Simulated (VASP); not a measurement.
# ZrN (Fm-3m) in VASP: notebook

Runs on ZrN. Level: PBE. Tasks: relaxation of cell and atoms, single point.

Program: VASP 6.6.1. These are calculated values, not measurements. Logs are shortened: lines on timing, memory, paths and dates and some standing lists are left out, and cuts for length are marked.

## Step 1: The cell of the first run

Symmetry: Fm-3m, No. 225, cubic system. The conventional cell has a = 4.568 Å, b = 4.568 Å, c = 4.568 Å, α = 90.00°, β = 90.00°, γ = 90.00°. Zr (site symmetry m-3m) has 6 N at 2.28 Å within 3.0 Å. Within 3.0 Å of N (site symmetry m-3m) lie 6 Zr at 2.28 Å.

## Step 2: Relaxation of cell and atoms, PBE

INCAR

```
PREC = Accurate
ENCUT = 600
EDIFF = 1E-7
ISMEAR = 0
SIGMA = 0.1
LREAL = False
LASPH = True
NELM = 120
ALGO = Normal
ISIF = 3
LWAVE = False
LCHARG = False
GGA = PE
IBRION = 2
NSW = 90
EDIFFG = -0.04
GGA_COMPAT = False
NELMIN = 4
```

KPOINTS

```
regular mesh
0
Gamma
  6 6 6
```

POSCAR

```
ZrN
1.0
    0.0000000000      2.2842299900      2.2842299900
    2.2842299900      0.0000000000      2.2842299900
    2.2842299900      2.2842299900      0.0000000000
Zr N
1 1
Direct
    0.0000000000      0.0000000000      0.0000000000
    0.5000000000      0.5000000000      0.5000000000
```

Potentials or basis: VASP PAW PBE potentials, release 64 (Zr_sv, N).

Started as:

```sh
$ cat potpaw_PBE.64/Zr_sv/POTCAR potpaw_PBE.64/N/POTCAR > POTCAR
$ mpirun -np 1 vasp_std > vasp.out
```

OUTCAR:

```text
PREC = Accurate
   ENCUT = 600
   EDIFF = 1E-7
   ISMEAR = 0
   LREAL = False
   LASPH = True
   NELM = 120
   ISIF = 3
   GGA = PE
   IBRION = 2
   NSW = 90
   EDIFFG = -0.04
   NELMIN = 4

 ion  position               nearest neighbor table
   1  0.000  0.000  0.000-   2 2.28   2 2.28   2 2.28   2 2.28   2 2.28   2 2.28
   2  0.500  0.500  0.500-   1 2.28   1 2.28   1 2.28   1 2.28   1 2.28   1 2.28

  LATTYP: Found a face centered cubic cell.
 ALAT       =     4.5684599800

  Lattice vectors:

 A1 = (   0.0000000000,   2.2842299900,   2.2842299900)
 A2 = (   2.2842299900,   0.0000000000,   2.2842299900)
 A3 = (   2.2842299900,   2.2842299900,   0.0000000000)

Analysis of symmetry for initial positions (statically):
=====================================================================
 Subroutine PRICEL returns:
 Original cell was already a primitive cell.

 Routine SETGRP: Setting up the symmetry group for a
 face centered cubic supercell.

 Subroutine GETGRP returns: Found 48 space group operations
 (whereof 48 operations were pure point group operations)
 out of a pool of 48 trial point group operations.

The static configuration has the point symmetry O_h .

Analysis of symmetry for dynamics (positions and initial velocities):
=====================================================================
 Subroutine PRICEL returns:
 Original cell was already a primitive cell.

 Routine SETGRP: Setting up the symmetry group for a
 face centered cubic supercell.

 Subroutine GETGRP returns: Found 48 space group operations
 (whereof 48 operations were pure point group operations)
 out of a pool of 48 trial point group operations.

The dynamic configuration has the point symmetry O_h .

 Subroutine INISYM returns: Found 48 space group operations
 (whereof 48 operations are pure point group operations),
 and found     1 'primitive' translations

----------------------------------------------------------------------------------------

                                     Primitive cell

  volume of cell :      23.8369

  direct lattice vectors                    reciprocal lattice vectors
     0.000000000  2.284229990  2.284229990    -0.218892144  0.218892144  0.218892144
     2.284229990  0.000000000  2.284229990     0.218892144 -0.218892144  0.218892144
     2.284229990  2.284229990  0.000000000     0.218892144  0.218892144 -0.218892144

  length of vectors
     3.230389031  3.230389031  3.230389031     0.379132315  0.379132315  0.379132315

  position of ions in fractional coordinates (direct lattice)
     0.000000000  0.000000000  0.000000000
     0.500000000  0.500000000  0.500000000

  ion indices of the primitive-cell ions
   primitive index   ion index
                 1           1
                 2           2

----------------------------------------------------------------------------------------

 KPOINTS: regular mesh

Automatic generation of k-mesh.
 Grid dimensions read from file:
 generate k-points for:    6    6    6

 Generating k-lattice:

  Cartesian coordinates                     Fractional coordinates (reciprocal lattice)
    -0.036482024  0.036482024  0.036482024     0.166666667  0.000000000  0.000000000
     0.036482024 -0.036482024  0.036482024     0.000000000  0.166666667  0.000000000
     0.036482024  0.036482024 -0.036482024     0.000000000  0.000000000  0.166666667

  Length of vectors
     0.063188719  0.063188719  0.063188719

  Shift w.r.t. Gamma in fractional coordinates (k-lattice)
     0.000000000  0.000000000  0.000000000

 Subroutine IBZKPT returns following result:
 ===========================================

 Found     16 irreducible k-points:

 Following reciprocal coordinates:
            Coordinates               Weight
  0.000000  0.000000  0.000000      1.000000
  0.166667  0.000000  0.000000      8.000000
  0.333333  0.000000  0.000000      8.000000
  0.500000  0.000000  0.000000      4.000000
  0.166667  0.166667  0.000000      6.000000
  0.333333  0.166667  0.000000     24.000000
[... 8 lines left out ...]
 -0.333333  0.333333  0.166667     24.000000
 -0.333333  0.500000  0.166667     12.000000
   k-points           NKPTS =     16   k-points in BZ     NKDIM =     16   number of bands    NBANDS=     12
   number of dos      NEDOS =    301   number of ions     NIONS =      2
   total plane-waves  NPLWV =  21952
   dimension x,y,z NGX =    28 NGY =   28 NGZ =   28
   dimension x,y,z NGXF=    56 NGYF=   56 NGZF=   56
   ions per type =               1   1
   NGX,Y,Z   is equivalent  to a cutoff of  14.41, 14.41, 14.41 a.u.
   NGXF,Y,Z  is equivalent  to a cutoff of  28.82, 28.82, 28.82 a.u.
 SYSTEM =  unknown system
   PREC   = accura    normal or accurate (medium, high low for compatibility)
   ISTART =      0    job   : 0-new  1-cont  2-samecut
   ICHARG =      2    charge: 1-file 2-atom 10-const
   ISPIN  =      1    spin polarized calculation?
   LNONCOLLINEAR =      F non collinear calculations
   LSORBIT =      F    spin-orbit coupling
   LASPH  =      T    aspherical Exc in radial PAW
   ENCUT  =  600.0 eV  44.10 Ry    6.64 a.u.   6.45  6.45  6.45*2*pi/ulx,y,z
   NELM   =    120;   NELMIN=  4; NELMDL= -5     # of ELM steps
   EDIFF  = 0.1E-06   stopping-criterion for ELM
   LREAL  =      F    real-space projection
   EDIFFG = -.4E-01   stopping-criterion for IOM
   NSW    =     90    number of steps for IOM
   IBRION =      2    ionic relax: 0-MD 1-quasi-New 2-CG
   NFREE  =      1    steps in history (QN), initial steepest desc. (CG)
   ISIF   =      3    stress and relaxation
   ISYM   =      2    0-nonsym 1-usesym 2-fastsym
   POTIM  = 0.5000    time-step for ionic-motion
   TEBEG  =    0.0;   TEEND  =   0.0 temperature during run
   PSTRESS=    0.0 pullay stress
   NELECT =      17.0000    total number of electrons
   NUPDOWN=      -1.0000    fix difference up-down
   EMIN   =  10.00;   EMAX   =-10.00  energy-range for DOS
   EFERMI =   0.00;   METHOD = LEGACY
   ISMEAR =     0;   SIGMA  =   0.10  broadening in eV -4-tet -1-fermi 0-gaus
   EFERMI_NEDOS =   21; number of points for ismear=-14 and -15
   IALGO  =     38    algorithm
   IMIX   =      4    mixing-type and parameters
     AMIX     =   0.40;   BMIX     =  1.00
     AMIX_MAG =   1.60;   BMIX_MAG =  1.00
  volume/ion in A,a.u.               =      11.92        80.43
  Fermi-wavevector in a.u.,A,eV,Ry     =   1.462653  2.764013 29.107676  2.139354
  Thomas-Fermi vector in A             =   2.578841
   LORBIT       =      0    0 simple, 1 ext, 2 COOP (PROOUT), +10 PAW based schemes
   GGA     = PE    functional components
   LHFCALC =     F    Hartree Fock is set to
   AEXX    =    0.0000 exact exchange contribution
   IVDW    =     0    specifies the selected vdW correction
   LEPSILON=     F    determine dielectric tensor
   LRPA    =     F    only Hartree local field effects (RPA)
 conjugate gradient relaxation of ions
 non-spin polarized calculation
 Gauss-broadening in eV      SIGMA  =   0.10
  energy-cutoff  :      600.00
  volume of cell :       23.84
 maximum number of plane-waves:       821
 NGX is ok and might be reduce to    28
   NGX = 13   NGY = 13   NGZ = 13

--------------------------------------- Ionic step        1  -------------------------------------------

 number of electron      17.0000000 magnetization

 Free energy of the ion-electron system (eV)
  ---------------------------------------------------
  ext. energy  EPLUGINS =         0.00000000
  ---------------------------------------------------
  free energy    TOTEN  =       -20.39821779 eV

  energy without entropy =      -20.39591398  energy(sigma->0) =      -20.39706588

------------------------ aborting loop because EDIFF is reached ----------------------------------------

  FORCE on cell =-STRESS in cart. coord.  units (eV):
  Direction    XX          YY          ZZ          XY          YZ          ZX
  --------------------------------------------------------------------------------------
  -------------------------------------------------------------------------------------
  Total        0.6548756      0.6548756      0.6548756      0.0000000      0.0000000     -0.0000000
  in kB       44.0169493     44.0169493     44.0169493      0.0000000      0.0000000     -0.0000000
  external PRESSURE =      44.0169493 kB  Pullay stress =       0.0000000 kB

 VOLUME and BASIS-vectors are now :
 -----------------------------------------------------------------------------
  energy-cutoff  :      600.00
  volume of cell :       23.84
      direct lattice vectors                 reciprocal lattice vectors
     0.000000000  2.284229990  2.284229990    -0.218892144  0.218892144  0.218892144
     2.284229990  0.000000000  2.284229990     0.218892144 -0.218892144  0.218892144
     2.284229990  2.284229990  0.000000000     0.218892144  0.218892144 -0.218892144
[... 37 lines left out ...]
 POSITION                                       TOTAL-FORCE (eV/Angst)
 -----------------------------------------------------------------------------------
      4.64063      4.64063      4.64063         0.000000      0.000000     -0.000000
      2.32031      2.32031      2.32031         0.000000     -0.000000      0.000000
 -----------------------------------------------------------------------------------
    total drift:                                0.000000      0.000000      0.000000

  FREE ENERGIE OF THE ION-ELECTRON SYSTEM (eV)
  ---------------------------------------------------
  free  energy   TOTEN  =       -20.3870096734 eV

  energy  without entropy=      -20.3846359834  energy(sigma->0) =      -20.38582283

--------------------------------------- Ionic step        3  -------------------------------------------

 number of electron      17.0000000 magnetization

 Free energy of the ion-electron system (eV)
  ---------------------------------------------------
  ext. energy  EPLUGINS =         0.00000000
  ---------------------------------------------------
  free energy    TOTEN  =       -20.40372026 eV

  energy without entropy =      -20.40139043  energy(sigma->0) =      -20.40255534

 E-fermi :  12.0623     XC(G=0): -12.4716

 val. band max:       12.0235731866   @ k =   0.1667   0.0000   0.0000
 cond. band min:      12.2059142331   @ k =   0.1667   0.0000   0.0000
 fundamental gap:      0.1823410465
 Fermi energy:        12.0622525998

 k-point     1 :       0.0000    0.0000    0.0000
  band No.  band energies     occupation
      1     -37.7411      2.00000
      2     -15.3669      2.00000
      3     -15.3669      2.00000
      4     -15.3669      2.00000
      5      -4.3448      2.00000
      6       9.2564      2.00000
      7       9.2564      2.00000
      8       9.2564      2.00000
      9      11.4830      2.00000
     10      11.4830      2.00000
     11      11.4830      2.00000
     12      13.4473      0.00000

 k-point     2 :       0.1667    0.0000    0.0000
  band No.  band energies     occupation
      1     -37.7072      2.00000
      2     -15.6741      2.00000
      3     -15.3903      2.00000
      4     -15.3903      2.00000
      5      -3.8281      2.00000
      6       7.5100      2.00000
      7       8.0861      2.00000
      8       8.0861      2.00000
      9      12.0236      1.41563
     10      12.2059      0.04219
     11      12.2059      0.04219
     12      15.1343      0.00000
[... 230 lines left out ...]
 POSITION                                       TOTAL-FORCE (eV/Angst)
 -----------------------------------------------------------------------------------
      0.00000      0.00000      0.00000         0.000000      0.000000     -0.000000
      2.29728      2.29728      2.29728         0.000000      0.000000      0.000000
 -----------------------------------------------------------------------------------
    total drift:                                0.000000      0.000000      0.000000

  FREE ENERGIE OF THE ION-ELECTRON SYSTEM (eV)
  ---------------------------------------------------
  free  energy   TOTEN  =       -20.4037202622 eV

  energy  without entropy=      -20.4013904267  energy(sigma->0) =      -20.40255534

 reached required accuracy - stopping structural energy minimisation
```

Wall time 23 s (1 thread of AMD EPYC 9R45 (Zen 5), shared host); peak memory 0.13 GiB.

Results:

```
Free energy                            : -20.4037 eV
Relaxed volume                         : 12.12 Å³/atom
Relaxed cell                           : a = 3.249 Å, b = 3.249 Å, c = 3.249 Å, α = 60.00°, β = 60.00°, γ = 60.00°
Space group after relaxing (to 0.05 Å) : Fm-3m (No. 225)
Energy gained by relaxing              : 2.8 meV/atom
Ionic steps                            : 3
Pressure after relaxing                : 0.0 GPa
```

Step by step:
```
step  energy change (eV)  largest force (eV/Å)  pressure (GPa)  volume (Å³)
   1              0.0000                0.0000            4.40        23.84
   2              0.0112                0.0000           -7.04        24.98
   3             -0.0055                0.0000           -0.03        24.25
```

Final structure:
```cif
data_structure
_symmetry_space_group_name_H-M 'P 1'
_symmetry_Int_Tables_number 1
_cell_length_a 3.2488
_cell_length_b 3.2488
_cell_length_c 3.2488
_cell_angle_alpha 60.000
_cell_angle_beta 60.000
_cell_angle_gamma 60.000
_cell_volume 24.25
loop_
_atom_site_label
_atom_site_type_symbol
_atom_site_fract_x
_atom_site_fract_y
_atom_site_fract_z
_atom_site_occupancy
Zr1 Zr 0.00000 0.00000 0.00000 1
N1 N 0.50000 0.50000 0.50000 1
```

Caveat: the k points lie up to 0.39 Å⁻¹ apart in the final cell. PBE usually gives volumes a little too large and moduli too small.

## Step 3: Single point, PBE (volume scaled by 0.88)

INCAR

```
PREC = Accurate
ENCUT = 600
EDIFF = 1E-6
ISMEAR = 0
SIGMA = 0.1
LREAL = F
LASPH = T
NELM = 120
ALGO = Normal
ISIF = 2
LWAVE = F
LCHARG = F
GGA = PE
NBANDS = 16
GGA_COMPAT = F
```

KPOINTS

```
regular mesh
0
Gamma
  20 20 20
```

POSCAR

```
ZrN
1.0
    0.0000000000      2.2014922839      2.2014922839
    2.2014922839      0.0000000000      2.2014922839
    2.2014922839      2.2014922839      0.0000000000
Zr N
1 1
Direct
    0.0000000000      0.0000000000      0.0000000000
    0.5000000000      0.5000000000      0.5000000000
```

Potentials or basis: VASP PAW PBE potentials, release 64 (Zr_sv, N).

Started as:

```sh
$ cat potpaw_PBE.64/Zr_sv/POTCAR potpaw_PBE.64/N/POTCAR > POTCAR
$ mpirun -np 1 vasp_std > vasp.out
```

Wall time 2.1 min (1 thread of AMD EPYC 9R45 (Zen 5), shared host); peak memory 0.21 GiB.

It converged, with:

```
Free energy : -20.0246 eV
Pressure    : 42.2 GPa
```

Levels at points of the mesh, in eV from the Fermi level:
| k point | band 6 | band 7 | band 8 | band 9 | band 10 | band 11 | band 12 | band 13 |
| --- | --- | --- | --- | --- | --- | --- | --- | --- |
| (0.00, 0.00, 0.00) | -2.87 | -2.87 | -2.87 | -0.51 | -0.51 | -0.51 | 1.82 | 1.82 |
| (0.50, 0.00, 0.00) | -8.32 | -6.36 | -6.36 | 3.54 | 3.63 | 3.63 | 5.31 | 9.07 |
| (0.50, 0.50, 0.00) | -4.45 | -4.07 | -3.23 | -3.23 | 3.95 | 5.37 | 5.37 | 6.27 |

Caveat: the cell differs from its parent crystal (volume scaled by 0.88).
